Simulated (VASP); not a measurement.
# MgS (I4/mmm) in VASP: notebook

The runs below take MgS through single point, with LDA.

All numbers are computed with VASP 6.6.1; they aren't measurements. Logs are shortened: lines on timing, memory, paths and dates and some standing lists are left out, and cuts for length are marked.

## (1) The cell of the first run

Symmetry: I4/mmm, No. 139, tetragonal system. Conventional cell: a = 3.587 Å, b = 3.587 Å, c = 5.463 Å, α = 90.00°, β = 90.00°, γ = 90.00°. Mg (site symmetry 4/mmm) has 6 S at 2.54 to 2.73 Å within 3.3 Å. S (site symmetry 4/mmm) has 6 Mg at 2.54 to 2.73 Å within 3.3 Å.

## (2) Single point, LDA (strain -0.025 along x and y, +0.050 along z)

The input, INCAR:

```
SYSTEM = MgS
PREC     = Accurate       ! precision mode
ENCUT    = 520            ! plane-wave cutoff, eV
EDIFF    = 1E-7           ! SCF threshold, eV
ISMEAR   = 0              ! smearing method
SIGMA    = 0.05           ! smearing width, eV
LREAL    = .False.        ! projectors in reciprocal space
LASPH    = .True.         ! aspherical terms in the spheres
NELM     = 100            ! most SCF steps
ALGO     = Normal         ! electronic algorithm
ISIF     = 2              ! what is computed and relaxed
LWAVE    = .False.        ! write WAVECAR
LCHARG   = .False.        ! write CHGCAR
NBANDS   = 11             ! bands
```

The input, KPOINTS:

```
regular mesh
0
Gamma
  8 8 8
  0 0 0
```

The input, POSCAR:

```
MgS
1.0
    0.0000000000      2.5366087500      2.7317325000
    2.5366087500      0.0000000000      2.7317325000
    2.5366087500      2.5366087500      0.0000000000
Mg S
1 1
Direct
    0.0000000000      0.0000000000      0.0000000000
    0.5000000000      0.5000000000      0.5000000000
```

Potentials or basis: VASP PAW LDA potentials, release 64 (Mg, S).

The run is started by

```sh
$ cat potpaw_LDA.64/Mg/POTCAR potpaw_LDA.64/S/POTCAR > POTCAR
$ mpirun -np 1 vasp_std > vasp.out
```

OUTCAR:

```text
SYSTEM = MgS
   PREC = Accurate
   ENCUT = 520
   EDIFF = 1E-7
   ISMEAR = 0
   LREAL = .False.
   LASPH = .True.
   NELM = 100
   ISIF = 2

 ion  position               nearest neighbor table
   1  0.000  0.000  0.000-   2 2.54   2 2.54   2 2.54   2 2.54   2 2.73   2 2.73
   2  0.500  0.500  0.500-   1 2.54   1 2.54   1 2.54   1 2.54   1 2.73   1 2.73

  LATTYP: Found a body centered tetragonal cell.
 ALAT       =     3.5873064967
 C/A-ratio  =     1.5229992210

  Lattice vectors:

 A1 = (  -2.5366087500,   0.0000000000,   2.7317325000)
 A2 = (   2.5366087500,   0.0000000000,   2.7317325000)
 A3 = (   0.0000000000,   2.5366087500,  -2.7317325000)

Analysis of symmetry for initial positions (statically):
=====================================================================
 Subroutine PRICEL returns:
 Original cell was already a primitive cell.

 Routine SETGRP: Setting up the symmetry group for a
 body centered tetragonal supercell.

 Subroutine GETGRP returns: Found 16 space group operations
 (whereof 16 operations were pure point group operations)
 out of a pool of 16 trial point group operations.

The static configuration has the point symmetry D_4h.

Analysis of symmetry for dynamics (positions and initial velocities):
=====================================================================
 Subroutine PRICEL returns:
 Original cell was already a primitive cell.

 Routine SETGRP: Setting up the symmetry group for a
 body centered tetragonal supercell.

 Subroutine GETGRP returns: Found 16 space group operations
 (whereof 16 operations were pure point group operations)
 out of a pool of 16 trial point group operations.

The dynamic configuration has the point symmetry D_4h.

 Subroutine INISYM returns: Found 16 space group operations
 (whereof 16 operations are pure point group operations),
 and found     1 'primitive' translations

----------------------------------------------------------------------------------------

                                     Primitive cell

  volume of cell :      35.1540

  direct lattice vectors                    reciprocal lattice vectors
     0.000000000  2.536608750  2.731732500    -0.197113567  0.197113567  0.183034027
     2.536608750  0.000000000  2.731732500     0.197113567 -0.197113567  0.183034027
     2.536608750  2.536608750  0.000000000     0.197113567  0.197113567 -0.183034027

  length of vectors
     3.727834009  3.727834009  3.587306497     0.333480092  0.333480092  0.333480092

  position of ions in fractional coordinates (direct lattice)
     0.000000000  0.000000000  0.000000000
     0.500000000  0.500000000  0.500000000

  ion indices of the primitive-cell ions
   primitive index   ion index
                 1           1
                 2           2

----------------------------------------------------------------------------------------

 KPOINTS: regular mesh

Automatic generation of k-mesh.
 Grid dimensions read from file:
 generate k-points for:    8    8    8

 Generating k-lattice:

  Cartesian coordinates                     Fractional coordinates (reciprocal lattice)
    -0.024639196  0.024639196  0.022879253     0.125000000  0.000000000  0.000000000
     0.024639196 -0.024639196  0.022879253     0.000000000  0.125000000  0.000000000
     0.024639196  0.024639196 -0.022879253     0.000000000  0.000000000  0.125000000

  Length of vectors
     0.041685012  0.041685012  0.041685012

  Shift w.r.t. Gamma in fractional coordinates (k-lattice)
     0.000000000  0.000000000  0.000000000

 Subroutine IBZKPT returns following result:
 ===========================================

 Found     59 irreducible k-points:

 Following reciprocal coordinates:
            Coordinates               Weight
  0.000000  0.000000  0.000000      1.000000
  0.125000 -0.000000  0.000000      8.000000
  0.250000 -0.000000  0.000000      8.000000
  0.375000  0.000000  0.000000      8.000000
  0.500000 -0.000000  0.000000      4.000000
  0.125000  0.125000  0.000000      2.000000
[... 16 lines left out ...]
  0.250000 -0.000000  0.125000     16.000000
  0.375000 -0.000000  0.125000     16.000000
 [... further k-points ...]
   k-points           NKPTS =     59   k-points in BZ     NKDIM =     59   number of bands    NBANDS=     11
   number of dos      NEDOS =    301   number of ions     NIONS =      2
   total plane-waves  NPLWV =  21952
   dimension x,y,z NGX =    28 NGY =   28 NGZ =   28
   dimension x,y,z NGXF=    56 NGYF=   56 NGZF=   56
   ions per type =               1   1
   NGX,Y,Z   is equivalent  to a cutoff of  12.49, 12.49, 12.98 a.u.
   NGXF,Y,Z  is equivalent  to a cutoff of  24.97, 24.97, 25.95 a.u.
 SYSTEM =  MgS
   PREC   = accura    normal or accurate (medium, high low for compatibility)
   ISTART =      0    job   : 0-new  1-cont  2-samecut
   ICHARG =      2    charge: 1-file 2-atom 10-const
   ISPIN  =      1    spin polarized calculation?
   LNONCOLLINEAR =      F non collinear calculations
   LSORBIT =      F    spin-orbit coupling
   LASPH  =      T    aspherical Exc in radial PAW
   ENCUT  =  520.0 eV  38.22 Ry    6.18 a.u.   6.93  6.93  6.67*2*pi/ulx,y,z
   NELM   =    100;   NELMIN=  2; NELMDL= -5     # of ELM steps
   EDIFF  = 0.1E-06   stopping-criterion for ELM
   LREAL  =      F    real-space projection
   EDIFFG = 0.1E-05   stopping-criterion for IOM
   NSW    =      0    number of steps for IOM
   IBRION =     -1    ionic relax: 0-MD 1-quasi-New 2-CG
   NFREE  =      0    steps in history (QN), initial steepest desc. (CG)
   ISIF   =      2    stress and relaxation
   ISYM   =      2    0-nonsym 1-usesym 2-fastsym
   POTIM  = 0.5000    time-step for ionic-motion
   TEBEG  =    0.0;   TEEND  =   0.0 temperature during run
   PSTRESS=    0.0 pullay stress
   NELECT =       8.0000    total number of electrons
   NUPDOWN=      -1.0000    fix difference up-down
   EMIN   =  10.00;   EMAX   =-10.00  energy-range for DOS
   EFERMI =   0.00;   METHOD = LEGACY
   ISMEAR =     0;   SIGMA  =   0.05  broadening in eV -4-tet -1-fermi 0-gaus
   EFERMI_NEDOS =   21; number of points for ismear=-14 and -15
   IALGO  =     38    algorithm
   IMIX   =      4    mixing-type and parameters
     AMIX     =   0.40;   BMIX     =  1.00
     AMIX_MAG =   1.60;   BMIX_MAG =  1.00
  volume/ion in A,a.u.               =      17.58       118.62
  Fermi-wavevector in a.u.,A,eV,Ry     =   0.999493  1.888768 13.592035  0.998986
  Thomas-Fermi vector in A             =   2.131787
   LORBIT       =      0    0 simple, 1 ext, 2 COOP (PROOUT), +10 PAW based schemes
   GGA     = CA    functional components
   LHFCALC =     F    Hartree Fock is set to
   AEXX    =    0.0000 exact exchange contribution
   IVDW    =     0    specifies the selected vdW correction
   LEPSILON=     F    determine dielectric tensor
   LRPA    =     F    only Hartree local field effects (RPA)
 non-spin polarized calculation
 Gauss-broadening in eV      SIGMA  =   0.05
  energy-cutoff  :      520.00
  volume of cell :       35.15
 maximum number of plane-waves:       962
   NGX = 13   NGY = 13   NGZ = 13

 number of electron       7.9999999 magnetization

 Free energy of the ion-electron system (eV)
  ---------------------------------------------------
  ext. energy  EPLUGINS =         0.00000000
  ---------------------------------------------------
  free energy    TOTEN  =        -9.53683778 eV

  energy without entropy =       -9.53683778  energy(sigma->0) =       -9.53683778

 E-fermi :   3.9937     XC(G=0):  -9.9883

 val. band max:        3.7622175002   @ k =   0.0000   0.0000   0.0000
 cond. band min:       6.0665379115   @ k =   0.5000   0.0000   0.5000
 fundamental gap:      2.3043204114
 Fermi energy:         3.9936820826

 k-point     1 :       0.0000    0.0000    0.0000
  band No.  band energies     occupation
      1      -9.0718      2.00000
      2       3.4881      2.00000
      3       3.4881      2.00000
      4       3.7622      2.00000
      5       7.0948      0.00000
      6      10.9468      0.00000
      7      11.7191      0.00000
      8      11.7191      0.00000
      9      13.3148      0.00000
     10      14.3660      0.00000
     11      15.2098      0.00000

 k-point     2 :       0.1250   -0.0000    0.0000
  band No.  band energies     occupation
      1      -8.9177      2.00000
      2       2.4826      2.00000
      3       3.4222      2.00000
      4       3.5500      2.00000
      5       7.9097      0.00000
      6      11.0447      0.00000
      7      11.4108      0.00000
      8      11.9978      0.00000
      9      12.8234      0.00000
     10      13.5781      0.00000
     11      15.8352      0.00000

 k-point     3 :       0.2500   -0.0000    0.0000
  band No.  band energies     occupation
      1      -8.4998      2.00000
      2       0.7108      2.00000
      3       3.2347      2.00000
      4       3.2773      2.00000
      5       8.3529      0.00000
      6      10.8322      0.00000
      7      11.7255      0.00000
      8      11.7542      0.00000
      9      13.7359      0.00000
     10      13.8472      0.00000
     11      15.3293      0.00000

 k-point     4 :       0.3750    0.0000    0.0000
  band No.  band energies     occupation
      1      -7.9869      2.00000
      2      -0.7487      2.00000
      3       2.9671      2.00000
      4       3.1490      2.00000
      5       8.0481      0.00000
      6      10.2877      0.00000
      7      11.0109      0.00000
      8      13.1389      0.00000
      9      14.9755      0.00000
     10      15.6640      0.00000
     11      15.9590      0.00000
[... 239 lines left out ...]
 k-point    22 :       0.1250    0.0000    0.1250
  band No.  band energies     occupation
      1      -8.8544      2.00000
      2       2.4584      2.00000
      3       3.0723      2.00000
      4       3.4501      2.00000
      5       8.2576      0.00000
      6      10.6134      0.00000
      7      11.8014      0.00000
      8      12.1000      0.00000
      9      12.3014      0.00000
     10      13.8456      0.00000
     11      16.0612      0.00000

 k-point    23 :       0.2500   -0.0000    0.1250
  band No.  band energies     occupation
      1      -8.5151      2.00000
      2       1.1313      2.00000
      3       2.8580      2.00000
      4       3.1257      2.00000
      5       8.8849      0.00000
      6      10.2951      0.00000
      7      11.1349      0.00000
      8      12.0046      0.00000
      9      13.1860      0.00000
     10      14.4932      0.00000
     11      16.6358      0.00000

 k-point    24 :       0.3750   -0.0000    0.1250
  band No.  band energies     occupation
      1      -8.0244      2.00000
      2      -0.3023      2.00000
      3       2.6886      2.00000
      4       2.7581      2.00000
      5       8.6062      0.00000
      6      10.2620      0.00000
      7      11.3084      0.00000
      8      11.7326      0.00000
      9      14.7387      0.00000
     10      16.4437      0.00000
     11      16.5752      0.00000

 [... further k-points ...]
[... 5 lines left out ...]
  --------------------------------------------------------------------------------------
  -------------------------------------------------------------------------------------
  Total       -0.1599971     -0.1599971     -1.5769060      0.0000000      0.0000000     -0.0000000
  in kB       -7.2920166     -7.2920166    -71.8689411      0.0000000      0.0000000     -0.0000000
  external PRESSURE =     -28.8176581 kB  Pullay stress =       0.0000000 kB

 VOLUME and BASIS-vectors are now :
 -----------------------------------------------------------------------------
  energy-cutoff  :      520.00
  volume of cell :       35.15
      direct lattice vectors                 reciprocal lattice vectors
     0.000000000  2.536608750  2.731732500    -0.197113567  0.197113567  0.183034027
     2.536608750  0.000000000  2.731732500     0.197113567 -0.197113567  0.183034027
     2.536608750  2.536608750  0.000000000     0.197113567  0.197113567 -0.183034027

 POSITION                                       TOTAL-FORCE (eV/Angst)
 -----------------------------------------------------------------------------------
      0.00000      0.00000      0.00000         0.000000      0.000000      0.000000
      2.53661      2.53661      2.73173         0.000000      0.000000      0.000000
 -----------------------------------------------------------------------------------
    total drift:                                0.000000      0.000000      0.000000

  FREE ENERGIE OF THE ION-ELECTRON SYSTEM (eV)
  ---------------------------------------------------
  free  energy   TOTEN  =        -9.5368377810 eV

  energy  without entropy=       -9.5368377810  energy(sigma->0) =       -9.53683778
```

Wall time 8.6 s (1 thread of Intel Xeon 6975P-C (Granite Rapids), shared host); peak memory 0.15 GiB.

What came out:

```
Free energy            : -9.5368 eV
Pressure               : -2.9 GPa
Band gap on the k mesh : 2.30 eV, indirect (least direct gap 3.33 eV)
```

Stress tensor (GPa, compression positive):
```
-0.73  0.00  0.00
 0.00 -0.73  0.00
 0.00  0.00 -7.19
```

Levels at points of the mesh, in eV from the valence-band top:
```
           k point  band 1  band 2  band 3  band 4  band 5  band 6  band 7  band 8  band 9
(0.00, 0.00, 0.00)  -12.83   -0.27   -0.27    0.00    3.33    7.18    7.96    7.96    9.55
(0.50, 0.00, 0.00)  -11.49   -5.10   -0.90   -0.66    4.13    6.33    6.98    9.71   11.77
(0.50, 0.50, 0.00)  -11.32   -4.48   -1.66   -1.66    2.72    4.25   11.10   12.51   13.31
(0.50, 0.00, 0.50)  -11.02   -4.41   -2.31   -1.66    2.30    4.02   11.81   11.86   12.53
```

Caveat: the cell differs from its parent crystal (strain -0.025 along x and y, +0.050 along z). A k mesh can miss the band edges.

## (3) Single point, LDA (strain +0.025 along x and y, -0.050 along z)

The input, INCAR:

```
SYSTEM = MgS
ALGO     = Normal         ! electronic algorithm
EDIFF    = 1E-7           ! SCF threshold, eV
ENCUT    = 520            ! plane-wave cutoff, eV
ISIF     = 2              ! what is computed and relaxed
ISMEAR   = 0              ! smearing method
LASPH    = .TRUE.         ! aspherical terms in the spheres
LCHARG   = .TRUE.         ! write CHGCAR
LELF     = .TRUE.         ! ELF
LREAL    = .FALSE.        ! projectors in reciprocal space
LVHAR    = .TRUE.       
LWAVE    = .FALSE.        ! write WAVECAR
NBANDS   = 11             ! bands
NELM     = 60             ! most SCF steps
PREC     = Accurate       ! precision mode
SIGMA    = 0.05           ! smearing width, eV
```

The input, KPOINTS:

```
k-points
0
G
  8 8 8
  0 0 0
```

The input, POSCAR:

```
MgS
1.0
    0.0000000000      2.6666912500      2.4715675000
    2.6666912500      0.0000000000      2.4715675000
    2.6666912500      2.6666912500      0.0000000000
Mg S
1 1
Direct
    0.0000000000      0.0000000000      0.0000000000
    0.5000000000      0.5000000000      0.5000000000
```

Potentials or basis: VASP PAW LDA potentials, release 64 (Mg, S).

The run is started by

```sh
$ cat potpaw_LDA.64/Mg/POTCAR potpaw_LDA.64/S/POTCAR > POTCAR
$ mpirun -np 1 vasp_std > vasp.out
```

It took 9.9 s on 1 thread of Intel Xeon 6975P-C (Granite Rapids), shared host; peak memory 0.14 GiB.

The run converged. Its results:

```yaml
Free_energy: -9.5285 eV
Pressure: -2.8 GPa
Band_gap_on_the_k_mesh: 2.26 eV, indirect (least direct gap 3.39 eV)
```

Stress tensor (GPa, compression positive):
```
-5.56  0.00  0.00
 0.00 -5.56  0.00
 0.00  0.00  2.84
```

Levels at points of the mesh, in eV from the valence-band top:
| k point | band 2 | band 3 | band 4 | band 5 | band 6 | band 7 |
| --- | --- | --- | --- | --- | --- | --- |
| (0.00, 0.00, 0.00) | -0.38 | 0.00 | 0.00 | 3.39 | 7.50 | 7.50 |
| (0.50, 0.00, 0.00) | -5.04 | -0.82 | -0.63 | 4.19 | 6.24 | 7.19 |
| (0.50, 0.50, 0.00) | -4.30 | -2.06 | -2.06 | 2.26 | 3.95 | 12.20 |
| (0.50, 0.00, 0.50) | -4.41 | -2.03 | -1.38 | 2.63 | 4.26 | 11.40 |

Caveat: the cell differs from its parent crystal (strain +0.025 along x and y, -0.050 along z). A k mesh can miss the band edges.
